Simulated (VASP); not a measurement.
Write the native input for VASP 6.6.1 that does the following.

| Quantity | Value |
| --- | --- |
| Task | single point |
| Functional | PBEsol |
| Potentials or basis | VASP PAW PBE potentials, release 64 (Hg) |
| Cutoff | 520 eV |
| k mesh | 8 × 8 × 2 |
| Occupations | fermi-dirac, width 0.02 eV |
| Spin | no spin polarisation |
| Dipole correction | no |
| Further INCAR settings | ALGO = Normal; EDIFF = 1e-07; NBANDS = 32 |

The structure of Hg lies in POSCAR:

```
Hg
1.0
    3.4419409895      0.0000000000      0.0000000000
   -1.7209704948      2.9808083353      0.0000000000
    0.0000000000      0.0000000000     11.0623313100
Hg
4
Direct
    0.0401197956      0.0175848274     -0.0004226053
    0.4214022163      0.6252173204      0.2504228921
    0.1265463389     -0.0175848274      0.4995774259
    0.7452648804      0.3747825671      0.7504222001
```

The input as run:

INCAR

```
SYSTEM = Hg
ALGO     = Normal         ! electronic algorithm
EDIFF    = 1E-7           ! SCF threshold, eV
ENCUT    = 520            ! plane-wave cutoff, eV
GGA      = PS             ! functional
ISIF     = 2              ! what is computed and relaxed
ISMEAR   = -1             ! smearing method
LASPH    = .TRUE.         ! aspherical terms in the spheres
LCHARG   = .FALSE.        ! write CHGCAR
LREAL    = .FALSE.        ! projectors in reciprocal space
LWAVE    = .FALSE.        ! write WAVECAR
NBANDS   = 32             ! bands
NELM     = 100            ! most SCF steps
PREC     = Accurate       ! precision mode
SIGMA    = 0.02           ! smearing width, eV
```

KPOINTS

```
k-points
0
G
  8 8 2
  0 0 0
```

Potentials or basis: VASP PAW PBE potentials, release 64 (Hg).

The run is started by

```console
$ cat potpaw_PBE.64/Hg/POTCAR > POTCAR
$ mpirun -np 1 vasp_std > vasp.out
```

It gave:

```json
{"Pressure": "-2.6 GPa", "Largest force": "0.011 eV/Å", "Band gap on the k mesh": "zero (bands 24 and 25 overlap by 0.64 eV)"}
```

Caveat: the PAW data sets were made with another functional, which shifts forces and pressure a little; spin-orbit coupling is left out, which moves the levels of the heavy elements.

It took 110 s on 1 thread of AMD EPYC 9R45 96-Core Processor (Zen 5), with other jobs on the host, peak memory 0.32 GiB.
